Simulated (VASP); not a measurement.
# Pd in VASP: a series of runs

Runs on Pd. Level: PBE. Tasks: single point.

Program: VASP 6.6.1. These are calculated values, not measurements. Logs are shortened: lines on timing, memory, paths and dates and some standing lists are left out, and cuts for length are marked.

## 1. The cell of the first run

Symmetry: C2/m, No. 12, monoclinic system. The conventional cell has a = 4.805 Å, b = 2.767 Å, c = 9.353 Å, α = 90.00°, β = 100.08°, γ = 90.00°. Within 3.6 Å of Pd (site symmetry m) lie 12 Pd at 2.77 to 2.81 Å. Pd (site symmetry m) has 12 Pd at 2.77 to 2.81 Å within 3.6 Å.

## 2. Single point, PBE

INCAR reads:

```
  PREC = Accurate
  ENCUT = 520
  EDIFF = 1E-6
  ISMEAR = 0
  SIGMA = 0.1
  LREAL = F
  LASPH = T
  NELM = 60
  ALGO = Normal
  ISIF = 2
  LWAVE = F
  LCHARG = T
  GGA = PE
  LELF = T
  LVHAR = T
  NBANDS = 28
```

KPOINTS reads:

```
regular mesh
0
Gamma
  6 6 4
```

POSCAR reads:

```
Pd
1.0
    2.4022187817     -1.3833698889     -0.0458383205
    2.4022187817      1.3833698889     -0.0458383205
   -1.4604370289      0.0000000000      9.2381466482
Pd
4
Direct
   -0.1226288292     -0.1226288292      0.1255492805
    1.1226288292      1.1226288292      0.8744507195
    0.7077162236      0.7077162236      0.6243372103
    0.2922837764      0.2922837764      0.3756627897
```

Potentials or basis: VASP PAW PBE potentials, release 64 (Pd).

Launch:

```sh
cat potpaw_PBE.64/Pd/POTCAR > POTCAR
mpirun -np 1 vasp_std > vasp.out
```

OUTCAR:

```text
PREC = Accurate
   ENCUT = 520
   EDIFF = 1E-6
   ISMEAR = 0
   LREAL = F
   LASPH = T
   NELM = 60
   ISIF = 2
   GGA = PE

 ion  position               nearest neighbor table
   1  0.877  0.877  0.126-   4 2.80   2 2.81   4 2.81   4 2.81   2 2.81   2 2.81
   2  0.123  0.123  0.874-   3 2.80   1 2.81   3 2.81   3 2.81   1 2.81   1 2.81
   3  0.708  0.708  0.624-   4 2.79   2 2.80   4 2.80   4 2.80   2 2.81   2 2.81
   4  0.292  0.292  0.376-   3 2.79   1 2.80   3 2.80   3 2.80   1 2.81   1 2.81

  LATTYP: Found a base centered monoclinic cell.
 ALAT       =     4.8053121550
 B/A-ratio  =     0.5757669197
 C/A-ratio  =     1.9463611330
 COS(beta)  =    -0.1749642424

  Lattice vectors:

 A1 = (   2.4022187817,  -1.3833698889,  -0.0458383205)
 A2 = (   2.4022187817,   1.3833698889,  -0.0458383205)
 A3 = (  -1.4604370289,   0.0000000000,   9.2381466482)

Analysis of symmetry for initial positions (statically):
=====================================================================
 Subroutine PRICEL returns:
 Original cell was already a primitive cell.

 Routine SETGRP: Setting up the symmetry group for a
 base centered monoclinic supercell.

 Subroutine GETGRP returns: Found  4 space group operations
 (whereof  4 operations were pure point group operations)
 out of a pool of  4 trial point group operations.

The static configuration has the point symmetry C_2h.

Analysis of symmetry for dynamics (positions and initial velocities):
=====================================================================
 Subroutine PRICEL returns:
 Original cell was already a primitive cell.

 Routine SETGRP: Setting up the symmetry group for a
 base centered monoclinic supercell.

 Subroutine GETGRP returns: Found  4 space group operations
 (whereof  4 operations were pure point group operations)
 out of a pool of  4 trial point group operations.

The dynamic configuration has the point symmetry C_2h.

 Subroutine INISYM returns: Found  4 space group operations
 (whereof  4 operations are pure point group operations),
 and found     1 'primitive' translations

----------------------------------------------------------------------------------------

                                     Primitive cell

  volume of cell :      61.2144

  direct lattice vectors                    reciprocal lattice vectors
     2.402218782 -1.383369889 -0.045838321     0.208770681 -0.361436232  0.033004069
[... 84 lines left out ...]
   ISPIN  =      1    spin polarized calculation?
   LNONCOLLINEAR =      F non collinear calculations
   LSORBIT =      F    spin-orbit coupling
   LASPH  =      T    aspherical Exc in radial PAW
   ENCUT  =  520.0 eV  38.22 Ry    6.18 a.u.   5.15  5.15 17.39*2*pi/ulx,y,z
   NELM   =     60;   NELMIN=  2; NELMDL= -5     # of ELM steps
   EDIFF  = 0.1E-05   stopping-criterion for ELM
   LREAL  =      F    real-space projection
   EDIFFG = 0.1E-04   stopping-criterion for IOM
   NSW    =      0    number of steps for IOM
   IBRION =     -1    ionic relax: 0-MD 1-quasi-New 2-CG
   NFREE  =      0    steps in history (QN), initial steepest desc. (CG)
   ISIF   =      2    stress and relaxation
   ISYM   =      2    0-nonsym 1-usesym 2-fastsym
   POTIM  = 0.5000    time-step for ionic-motion
   TEBEG  =    0.0;   TEEND  =   0.0 temperature during run
   PSTRESS=    0.0 pullay stress
   NELECT =      40.0000    total number of electrons
   NUPDOWN=      -1.0000    fix difference up-down
   EMIN   =  10.00;   EMAX   =-10.00  energy-range for DOS
   EFERMI =   0.00;   METHOD = LEGACY
   ISMEAR =     0;   SIGMA  =   0.10  broadening in eV -4-tet -1-fermi 0-gaus
   EFERMI_NEDOS =   21; number of points for ismear=-14 and -15
   IALGO  =     38    algorithm
   IMIX   =      4    mixing-type and parameters
     AMIX     =   0.40;   BMIX     =  1.00
     AMIX_MAG =   1.60;   BMIX_MAG =  1.00
  volume/ion in A,a.u.               =      15.30       103.27
  Fermi-wavevector in a.u.,A,eV,Ry     =   1.420617  2.684576 27.458625  2.018152
  Thomas-Fermi vector in A             =   2.541513
   LORBIT       =      0    0 simple, 1 ext, 2 COOP (PROOUT), +10 PAW based schemes
   GGA     = PE    functional components
   LHFCALC =     F    Hartree Fock is set to
   AEXX    =    0.0000 exact exchange contribution
   IVDW    =     0    specifies the selected vdW correction
   LEPSILON=     F    determine dielectric tensor
   LRPA    =     F    only Hartree local field effects (RPA)
 non-spin polarized calculation
 Gauss-broadening in eV      SIGMA  =   0.10
  energy-cutoff  :      520.00
  volume of cell :       61.21
 maximum number of plane-waves:      1666
 NGX is ok and might be reduce to    24

 number of electron      39.9999999 magnetization

 Free energy of the ion-electron system (eV)
  ---------------------------------------------------
  ext. energy  EPLUGINS =         0.00000000
  ---------------------------------------------------
  free energy    TOTEN  =       -20.85765587 eV

  energy without entropy =      -20.80791435  energy(sigma->0) =      -20.83278511

 E-fermi :   9.1435     XC(G=0): -12.9613

 val. band max:        9.1401892744   @ k =   0.5000   0.5000   0.0000
 cond. band min:       9.1443325758   @ k =   0.3333   0.0000   0.5000
 fundamental gap:      0.0041433014
 Fermi energy:         9.1435225841

 k-point     1 :       0.0000    0.0000    0.0000
  band No.  band energies     occupation
      1       2.3146      2.00000
      2       3.9147      2.00000
      3       3.9164      2.00000
      4       4.1350      2.00000
      5       6.3695      2.00000
      6       6.4205      2.00000
[... 733 lines left out ...]
     27      22.0984      0.00000
     28      22.5631      0.00000

 [... further k-points ...]
[... 5 lines left out ...]
  --------------------------------------------------------------------------------------
  -------------------------------------------------------------------------------------
  Total       -0.1196150     -0.1129414     -0.1194143      0.0000000      0.0000000      0.0063389
  in kB       -3.1307083     -2.9560377     -3.1254546      0.0000000      0.0000000      0.1659102
  external PRESSURE =      -3.0707335 kB  Pullay stress =       0.0000000 kB

 VOLUME and BASIS-vectors are now :
 -----------------------------------------------------------------------------
  energy-cutoff  :      520.00
  volume of cell :       61.21
      direct lattice vectors                 reciprocal lattice vectors
     2.402218782 -1.383369889 -0.045838321     0.208770681 -0.361436232  0.033004069
     2.402218782  1.383369889 -0.045838321     0.208770681  0.361436232  0.033004069
    -1.460437029  0.000000000  9.238146648     0.002071779  0.000000000  0.108574343

 POSITION                                       TOTAL-FORCE (eV/Angst)
 -----------------------------------------------------------------------------------
      4.03192      0.00000      1.07941        -0.000853      0.000000     -0.002674
     -0.68792      0.00000      8.06706         0.000853      0.000000      0.002674
      2.48837      0.00000      5.70284        -0.001286      0.000000     -0.003568
      0.85563      0.00000      3.44363         0.001286      0.000000      0.003568
 -----------------------------------------------------------------------------------
    total drift:                                0.000000     -0.000000     -0.000000

  FREE ENERGIE OF THE ION-ELECTRON SYSTEM (eV)
  ---------------------------------------------------
  free  energy   TOTEN  =       -20.8576558716 eV

  energy  without entropy=      -20.8079143467  energy(sigma->0) =      -20.83278511
```

It took 80 s on 1 thread of Intel Xeon Platinum 8375C at 2.90GHz (Ice Lake), shared host; peak memory 0.21 GiB.

What came out:

```yaml
Free_energy: -20.8577 eV
Pressure: -0.3 GPa
Largest_force: 0.004 eV/Å
Band_gap_on_the_k_mesh: zero (band 20 reaches 9.36 eV, above the bottom of band 21 at 8.34 eV)
```

Forces on the atoms (eV/Å):
```
Pd  -0.001  0.000 -0.003
Pd   0.001  0.000  0.003
Pd  -0.001  0.000 -0.004
Pd   0.001  0.000  0.004
```

Caveat: the k points lie up to 0.44 Å⁻¹ apart.

## 3. Single point, PBE

This run uses another cell than the first one: it holds 3 atoms, not 4.

INCAR reads:

```
SYSTEM = Pd
  PREC = Accurate
  ENCUT = 520
  EDIFF = 1E-6
  ISMEAR = 0
  SIGMA = 0.1
  LREAL = .False.
  LASPH = .True.
  NELM = 60
  ALGO = Fast
  ISIF = 2
  LWAVE = .False.
  LCHARG = .False.
  GGA = PE
  NBANDS = 22
```

KPOINTS reads:

```
regular mesh
0
Gamma
  6 6 6
  0 0 0
```

POSCAR reads:

```
Pd
1.0
    1.3822792962      0.7980593238      6.9236677039
   -1.3822792962      0.7980593238      6.9236677039
    0.0000000000     -1.5961186475      6.9236677039
Pd
3
Direct
    0.0000000000      0.0000000000      0.0000000000
    0.2224349633      0.2224349633      0.2224349633
    0.7775650367      0.7775650367      0.7775650367
```

Potentials or basis: VASP PAW PBE potentials, release 64 (Pd).

Launch:

```sh
cat potpaw_PBE.64/Pd/POTCAR > POTCAR
mpirun -np 1 vasp_std > vasp.out
```

It took 2.2 min on 1 thread of AMD EPYC 9R45 (Zen 5), shared host; peak memory 0.34 GiB.

Results (log left out):

* Free energy: -15.6463 eV
* Pressure: -0.1 GPa
* Band gap on the k mesh: zero (band 15 reaches 9.37 eV, above the bottom of band 16 at 8.38 eV)

Stress tensor (GPa, compression positive):
```
 0.01  0.00  0.00
 0.00  0.01  0.00
 0.00  0.00 -0.27
```

Levels at points of the mesh, in eV from the Fermi level:
```tsv
k point	band 14	band 15	band 16	band 17	band 18	band 19
(0.00, 0.00, 0.00)	-1.43	-0.56	-0.56	-0.37	-0.37	10.75
(0.50, 0.00, 0.00)	0.14	0.16	1.90	3.39	3.96	8.15
(0.50, 0.50, 0.00)	0.09	0.20	1.93	2.97	4.25	7.61
(0.50, 0.50, 0.50)	-0.98	-0.98	-0.17	-0.17	0.94	6.73
```

Caveat: the k points lie up to 0.44 Å⁻¹ apart.
